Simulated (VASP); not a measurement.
# HfO2 (Fm-3m) in VASP: a series of runs

HfO2 is run at these levels: PBEsol; tasks: single point, relaxation of cell and atoms.

Everything below comes from runs of VASP 6.6.1. Logs are shortened: lines on timing, memory, paths and dates and some standing lists are left out, and cuts for length are marked.

**1. The cell of the first run**

The structure is cubic, space group Fm-3m (No. 225). The conventional cell has a = 5.032 Å, b = 5.032 Å, c = 5.032 Å, α = 90.00°, β = 90.00°, γ = 90.00°. Within 2.9 Å of Hf (site symmetry m-3m) lie 8 O at 2.18 Å. Within 2.9 Å of O (site symmetry -43m) lie 4 Hf at 2.18 Å and 6 O at 2.52 Å.

**2. Single point, PBEsol**

The input, INCAR:

```
ALGO = Normal ; EDIFF = 1E-6
ENCUT = 600 ; GGA = PS
GGA_COMPAT = F ; ISIF = 2
ISMEAR = 0 ; LASPH = T
LCHARG = F ; LREAL = F
LWAVE = F ; NBANDS = 56
NELM = 120 ; PREC = Accurate
SIGMA = 0.1
```

The input, KPOINTS:

```
k-points
0
Gamma
  4 4 4
```

The input, POSCAR:

```
HfO2
1.0
    5.0321592200      0.0000000000      0.0000000000
    0.0000000000      5.0321592200      0.0000000000
    0.0000000000      0.0000000000      5.0321592200
Hf O
4 8
Direct
    0.0000000000      0.0000000000      0.0000000000
    0.0000000000      0.5000000000      0.5000000000
    0.5000000000      0.0000000000      0.5000000000
    0.5000000000      0.5000000000      0.0000000000
    0.2500000000      0.2500000000      0.7500000000
    0.2500000000      0.7500000000      0.7500000000
    0.2500000000      0.7500000000      0.2500000000
    0.2500000000      0.2500000000      0.2500000000
    0.7500000000      0.2500000000      0.2500000000
    0.7500000000      0.7500000000      0.2500000000
    0.7500000000      0.7500000000      0.7500000000
    0.7500000000      0.2500000000      0.7500000000
```

Potentials or basis: VASP PAW PBE potentials, release 64 (Hf_pv, O).

Started as:

```
> cat potpaw_PBE.64/Hf_pv/POTCAR potpaw_PBE.64/O/POTCAR > POTCAR
> mpirun -np 1 vasp_std > vasp.out
```

OUTCAR:

```text
EDIFF = 1E-6
   ENCUT = 600
   GGA = PS
   ISIF = 2
   ISMEAR = 0
   LASPH = T
   LREAL = F
   NELM = 120
   PREC = Accurate

 ion  position               nearest neighbor table
   1  0.000  0.000  0.000-   5 2.18   6 2.18   7 2.18   8 2.18   9 2.18  10 2.18  11 2.18  12 2.18
                             4 3.56   2 3.56   3 3.56   2 3.56   3 3.56   2 3.56   4 3.56   2 3.56
   2  0.000  0.500  0.500-   5 2.18   6 2.18   7 2.18   8 2.18   9 2.18  10 2.18  11 2.18  12 2.18
                             4 3.56   1 3.56   3 3.56   1 3.56   4 3.56   1 3.56   3 3.56   1 3.56
   3  0.500  0.000  0.500-   5 2.18   6 2.18   7 2.18   8 2.18   9 2.18  10 2.18  11 2.18  12 2.18
                             4 3.56   1 3.56   2 3.56   1 3.56   4 3.56   2 3.56   4 3.56   4 3.56
   4  0.500  0.500  0.000-   5 2.18   6 2.18   7 2.18   8 2.18   9 2.18  10 2.18  11 2.18  12 2.18
                             3 3.56   1 3.56   2 3.56   2 3.56   3 3.56   1 3.56   3 3.56   3 3.56
   5  0.250  0.250  0.750-   1 2.18   2 2.18   3 2.18   4 2.18
   6  0.250  0.750  0.750-   1 2.18   2 2.18   3 2.18   4 2.18
   7  0.250  0.750  0.250-   1 2.18   2 2.18   3 2.18   4 2.18
   8  0.250  0.250  0.250-   1 2.18   2 2.18   3 2.18   4 2.18
   9  0.750  0.250  0.250-   1 2.18   2 2.18   3 2.18   4 2.18
  10  0.750  0.750  0.250-   1 2.18   2 2.18   3 2.18   4 2.18
  11  0.750  0.750  0.750-   1 2.18   2 2.18   3 2.18   4 2.18
  12  0.750  0.250  0.750-   1 2.18   2 2.18   3 2.18   4 2.18

  LATTYP: Found a simple cubic cell.
 ALAT       =     5.0321592200

  Lattice vectors:

 A1 = (   5.0321592200,   0.0000000000,   0.0000000000)
 A2 = (   0.0000000000,   5.0321592200,   0.0000000000)
 A3 = (   0.0000000000,   0.0000000000,   5.0321592200)

Analysis of symmetry for initial positions (statically):
=====================================================================
 Subroutine PRICEL returns following result:

  LATTYP: Found a face centered cubic cell.
 ALAT       =     5.0321592200

  Lattice vectors:

 A1 = (   2.5160796100,  -2.5160796100,   0.0000000000)
 A2 = (   2.5160796100,   0.0000000000,   2.5160796100)
 A3 = (   0.0000000000,  -2.5160796100,   2.5160796100)

   4 primitive cells build up your supercell.

 Routine SETGRP: Setting up the symmetry group for a
 simple cubic supercell.

 Subroutine GETGRP returns: Found 48 space group operations
 (whereof 48 operations were pure point group operations)
 out of a pool of 48 trial point group operations.

The static configuration has the point symmetry O_h .

Analysis of symmetry for dynamics (positions and initial velocities):
=====================================================================
 Subroutine PRICEL returns following result:
[... 121 lines left out ...]
   ISMEAR =     0;   SIGMA  =   0.10  broadening in eV -4-tet -1-fermi 0-gaus
   EFERMI_NEDOS =   21; number of points for ismear=-14 and -15
   IALGO  =     38    algorithm
   IMIX   =      4    mixing-type and parameters
     AMIX     =   0.40;   BMIX     =  1.00
     AMIX_MAG =   1.60;   BMIX_MAG =  1.00
  volume/ion in A,a.u.               =      10.62        71.66
  Fermi-wavevector in a.u.,A,eV,Ry     =   1.447043  2.734514 28.489682  2.093933
  Thomas-Fermi vector in A             =   2.565043
   LORBIT       =      0    0 simple, 1 ext, 2 COOP (PROOUT), +10 PAW based schemes
   GGA     = PS    functional components
   LHFCALC =     F    Hartree Fock is set to
   AEXX    =    0.0000 exact exchange contribution
   IVDW    =     0    specifies the selected vdW correction
   LEPSILON=     F    determine dielectric tensor
   LRPA    =     F    only Hartree local field effects (RPA)
 non-spin polarized calculation
 Gauss-broadening in eV      SIGMA  =   0.10
  energy-cutoff  :      600.00
  volume of cell :      127.43
 maximum number of plane-waves:      4337
   NGX = 21   NGY = 21   NGZ = 21

 number of electron      88.0000026 magnetization

 Free energy of the ion-electron system (eV)
  ---------------------------------------------------
  ext. energy  EPLUGINS =         0.00000000
  ---------------------------------------------------
  free energy    TOTEN  =      -126.56096319 eV

  energy without entropy =     -126.56096319  energy(sigma->0) =     -126.56096319

 E-fermi :   4.8300     XC(G=0): -12.2249

 val. band max:        4.3247173524   @ k =   0.0000   0.0000   0.0000
 cond. band min:       8.0539758717   @ k =   0.0000   0.0000   0.0000
 fundamental gap:      3.7292585194
 Fermi energy:         4.8299577076

 k-point     1 :       0.0000    0.0000    0.0000
  band No.  band energies     occupation
      1     -25.7167      2.00000
      2     -25.7167      2.00000
      3     -25.7167      2.00000
      4     -25.3392      2.00000
      5     -25.3392      2.00000
      6     -25.3391      2.00000
[... 579 lines left out ...]
     55      11.4905      0.00000
     56      11.4905      0.00000

------------------------ aborting loop because EDIFF is reached ----------------------------------------

  FORCE on cell =-STRESS in cart. coord.  units (eV):
  Direction    XX          YY          ZZ          XY          YZ          ZX
  --------------------------------------------------------------------------------------
  -------------------------------------------------------------------------------------
  Total       -1.6951784     -1.6951784     -1.6951784     -0.0000000      0.0000000     -0.0000000
  in kB      -21.3138976    -21.3138976    -21.3138976     -0.0000000      0.0000000     -0.0000000
  external PRESSURE =     -21.3138976 kB  Pullay stress =       0.0000000 kB

 VOLUME and BASIS-vectors are now :
 -----------------------------------------------------------------------------
  energy-cutoff  :      600.00
  volume of cell :      127.43
      direct lattice vectors                 reciprocal lattice vectors
     5.032159220  0.000000000  0.000000000     0.198721852  0.000000000  0.000000000
     0.000000000  5.032159220  0.000000000     0.000000000  0.198721852  0.000000000
     0.000000000  0.000000000  5.032159220     0.000000000  0.000000000  0.198721852

 POSITION                                       TOTAL-FORCE (eV/Angst)
 -----------------------------------------------------------------------------------
      0.00000      0.00000      0.00000         0.000000     -0.000000      0.000000
      0.00000      2.51608      2.51608         0.000000     -0.000000      0.000000
      2.51608      0.00000      2.51608         0.000000      0.000000      0.000000
      2.51608      2.51608      0.00000         0.000000      0.000000      0.000000
      1.25804      1.25804      3.77412        -0.000000      0.000000     -0.000000
      1.25804      3.77412      3.77412         0.000000      0.000000      0.000000
      1.25804      3.77412      1.25804        -0.000000      0.000000      0.000000
      1.25804      1.25804      1.25804         0.000000     -0.000000      0.000000
      3.77412      1.25804      1.25804        -0.000000      0.000000     -0.000000
      3.77412      3.77412      1.25804         0.000000      0.000000      0.000000
      3.77412      3.77412      3.77412        -0.000000      0.000000     -0.000000
      3.77412      1.25804      3.77412         0.000000     -0.000000      0.000000
 -----------------------------------------------------------------------------------
    total drift:                                0.000000      0.000000      0.000000

  FREE ENERGIE OF THE ION-ELECTRON SYSTEM (eV)
  ---------------------------------------------------
  free  energy   TOTEN  =      -126.5609631890 eV

  energy  without entropy=     -126.5609631890  energy(sigma->0) =     -126.56096319
```

It took 95 s on 1 thread of Oxide Virtual Turin-like, shared host; peak memory 0.23 GiB.

What came out:

| Item | Value |
| --- | --- |
| Free energy | -126.5610 eV |
| Pressure | -2.1 GPa |
| Band gap on the k mesh | 3.73 eV |

Caveat: the PAW data sets were made with another functional, which shifts forces and pressure a little; spin-orbit coupling is left out, which moves the levels of the heavy elements.

(Continued in part 2 of 2.)
